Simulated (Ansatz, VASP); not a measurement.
# Ba3H8 in VASP and in Ansatz

```
Ba H
1.0
     7.17471    0.00000    0.00000
     0.00000    7.17471    0.00000
     0.00000    0.00000    7.17471
Ba H
3 8
Direct
  0.50000 0.00000 0.00000
  0.00000 0.50000 0.00000
  0.00000 0.00000 0.50000
  0.82171 0.00000 0.00000
  0.17829 0.00000 0.00000
  0.00000 0.82171 0.00000
  0.00000 0.17829 0.00000
  0.00000 0.00000 0.82171
  0.00000 0.00000 0.17829
  0.00000 0.00000 0.00000
  0.50000 0.50000 0.50000
```

Alike in both runs: functional PBE; k mesh 6 × 6 × 6; occupations gaussian, width 0.1 eV; no spin polarisation.

Ansatz relaxed the structure, and its values are those at the end. VASP's run is a single point on that final structure, the one shown.

|  | VASP | Ansatz |
| --- | --- | --- |
| version | VASP 6.6.1 | Ansatz 0.2.0 |
| potentials or method | VASP PAW PBE potentials, release 64 (Ba_sv, H), cutoff 500 eV | scalar-relativistic, plane waves, PAW |
| valence electrons in the cell | 38 | 38 |

|  | VASP | Ansatz | Ansatz less VASP |
| --- | --- | --- | --- |
| gap on the k mesh at the Fermi level (eV) | none | none | - |
| pressure (GPa) | 0.1 | 0.0 | -0.09 |
| rms of the force components (eV/Å) | 0.044 | 0.001 | -0.0432 |

A gap of «none» marks a metal or a gap that the smearing closes.

Neither program's run includes spin-orbit coupling.
